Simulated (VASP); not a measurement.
Write the native input for VASP 6.6.1 that does the following.

```
Task                   : single point
Functional             : PBE
Potentials or basis    : VASP PAW PBE potentials, release 64 (Ge_d)
Cutoff                 : 520 eV
k mesh                 : 15 × 15 × 4
Occupations            : gaussian, width 0.15 eV
Spin                   : no spin polarisation
Dipole correction      : no
Further INCAR settings : ALGO = Fast; EDIFF = 1e-06; NBANDS = 66
```

The structure of Ge lies in POSCAR:

```
Ge
1.0
    4.1215611567      0.0000000000      0.0000000000
   -2.0607805784      3.5693766649      0.0000000000
    0.0000000000      0.0000000000     12.9783839263
Ge
8
Direct
    0.0000000000      0.0000000000      0.3955272934
    0.0000000000      0.0000000000      0.6044727066
    0.0000000000      0.0000000000      0.8955272934
    0.0000000000      0.0000000000      0.1044727066
    0.3333333333      0.6666666667      0.3442031336
    0.6666666667      0.3333333333      0.6557968664
    0.6666666667      0.3333333333      0.8442031336
    0.3333333333      0.6666666667      0.1557968664
```

This isn't the form of Ge at room conditions, which is diamond.

This cell differs from its parent crystal: atoms shifted along a free coordinate, c/a of the conventional cell at fixed volume 3.1489.

One way to write it, as run:

INCAR

```
SYSTEM = Ge
PREC = Accurate ; ENCUT = 520
EDIFF = 1E-6 ; ISMEAR = 0
SIGMA = 0.15 ; LREAL = .FALSE.
LASPH = .TRUE. ; NELM = 80
ALGO = Fast ; ISIF = 2
LWAVE = .FALSE. ; LCHARG = .FALSE.
GGA = PE ; NBANDS = 66
```

KPOINTS

```
Automatic mesh
0
G
  15 15 4
  0 0 0
```

Potentials or basis: VASP PAW PBE potentials, release 64 (Ge_d).

The run is started by

```bash
$ cat potpaw_PBE.64/Ge_d/POTCAR > POTCAR
$ mpirun -np 1 vasp_std > vasp.out
```

It gave:

```yaml
Pressure: 0.6 GPa
Largest_force: 1.598 eV/Å
Band_gap_on_the_k_mesh: zero (bands 56 and 57 overlap by 0.70 eV)
```

Caveat: semilocal functionals underestimate gaps, so a narrow gap can read as zero; forces of over 1 eV/Å act on the atoms, so gaps and moduli don't describe the material at rest.

It took 26 min on 1 thread of Oxide Virtual Turin-like Processor, on a shared host, peak memory 0.71 GiB.
